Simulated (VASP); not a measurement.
Write the native input for VASP 6.6.1 that does the following.

* Task: single point
* Functional: PBE
* Potentials or basis: VASP PAW PBE potentials, release 64 (La)
* Cutoff: 520 eV
* k mesh: 13 × 13 × 7
* Occupations: fermi-dirac, width 0.08 eV
* Spin: no spin polarisation
* Dipole correction: no
* Further INCAR settings: ALGO = Normal; EDIFF = 1e-06; NBANDS = 18

The structure of La lies in POSCAR:

```
La
1.0
    3.2849971580      0.0000000000      0.0000000000
   -1.6424985790      2.8448909902      0.0000000000
    0.0000000000      0.0000000000      5.4837604196
La
2
Direct
    0.3333333333      0.6666666667      0.2500000000
    0.6666666667      0.3333333333      0.7500000000
```

The input as run:

INCAR

```
ALGO = Normal ; EDIFF = 1E-6
ENCUT = 520 ; GGA = PE
ISIF = 2 ; ISMEAR = -1
LASPH = T ; LCHARG = F
LREAL = F ; LWAVE = F
NBANDS = 18 ; NELM = 100
PREC = Accurate ; SIGMA = 0.08
```

KPOINTS

```
k-points
0
Gamma
  13 13 7
```

Potentials or basis: VASP PAW PBE potentials, release 64 (La).

Run with:

```bash
$ cat potpaw_PBE.64/La/POTCAR > POTCAR
$ mpirun -np 1 vasp_std > vasp.out
```

Results of the run:

```yaml
Pressure: 15.5 GPa
Band_gap_on_the_k_mesh: zero (bands 11 and 12 overlap by 1.79 eV)
```

Caveat: the cell stands under pressure; spin-orbit coupling is left out, which moves the levels of the heavy elements.

It took 2.2 min on 1 thread of Intel Xeon 8259CL, on a shared host, peak memory 0.23 GiB.
